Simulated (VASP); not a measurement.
Set up this calculation in VASP 6.6.1, as the native input.

```
Task                   : single point
Functional             : LDA
Potentials or basis    : VASP PAW LDA potentials, release 64 (Hf_pv, N)
Cutoff                 : 520 eV
k mesh                 : 16 × 16 × 16
Occupations            : gaussian, width 0.1 eV
Spin                   : no spin polarisation
Dipole correction      : no
Further INCAR settings : ALGO = Normal; EDIFF = 1e-07; NBANDS = 14
```

The structure of HfN (lda) lies in POSCAR:

```
HfN
1.0
    0.0000000000      2.2341135842      2.2341135842
    2.2341135842      0.0000000000      2.2341135842
    2.2341135842      2.2341135842      0.0000000000
Hf N
1 1
Direct
    0.0000000000      0.0000000000      0.0000000000
    0.5000000000      0.5000000000      0.5000000000
```

One way to write it, as run:

INCAR

```
ALGO = Normal
EDIFF = 1E-7
ENCUT = 520
GGA = CA
ISIF = 2
ISMEAR = 0
LASPH = True
LCHARG = False
LREAL = False
LWAVE = False
NBANDS = 14
NELM = 100
PREC = Accurate
SIGMA = 0.1
```

KPOINTS

```
k-points
0
Gamma
  16 16 16
```

Potentials or basis: VASP PAW LDA potentials, release 64 (Hf_pv, N).

The run is started by

```console
$ cat potpaw_LDA.64/Hf_pv/POTCAR potpaw_LDA.64/N/POTCAR > POTCAR
$ mpirun -np 1 vasp_std > vasp.out
```

It gave:

The pressure is -1.3 GPa.

Wall time 37 s on 1 thread of Intel(R) Xeon(R) Platinum 8259CL CPU @ 2.50GHz (Skylake/Cascade Lake), on a shared host, peak memory 0.16 GiB.
